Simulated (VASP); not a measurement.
**Pd: single point with PBE**

Crystal: Pd.

```xyz
1
Lattice="0.0000 1.9465 1.9465 1.9465 0.0000 1.9465 1.9465 1.9465 0.0000" Properties=species:S:1:pos:R:3 pbc="T T T"
Pd    0.0000    0.0000    0.0000
```

| Quantity | Value |
| --- | --- |
| Program | VASP 6.6.1 |
| Task | single point |
| Functional | PBE |
| Potentials or basis | VASP PAW PBE potentials, release 64 (Pd) |
| Cutoff | 520 eV |
| k mesh | 12 × 12 × 12 |
| Occupations | gaussian, width 0.022 eV |
| Spin | no spin polarisation |

```json
{
  "Pressure": "6.6 GPa",
  "Band gap on the k mesh": "zero (band 5 reaches 10.06 eV, above the bottom of band 6 at 8.48 eV)"
}
```

Levels at points of the mesh, in eV from the Fermi level:
```csv
k point,band 3,band 4,band 5,band 6,band 7,band 8
"(0.00, 0.00, 0.00)",-2.81,-2.81,-1.20,-1.20,17.23,22.01
"(0.50, 0.00, 0.00)",-2.86,0.00,0.00,1.05,7.35,16.59
"(0.50, 0.50, 0.00)",-0.03,0.31,0.31,3.38,10.81,13.25
```

Wall time 4.3 s on 1 thread of Intel(R) Xeon(R) 6975P-C (Granite Rapids) (shared host), peak memory 0.13 GiB.
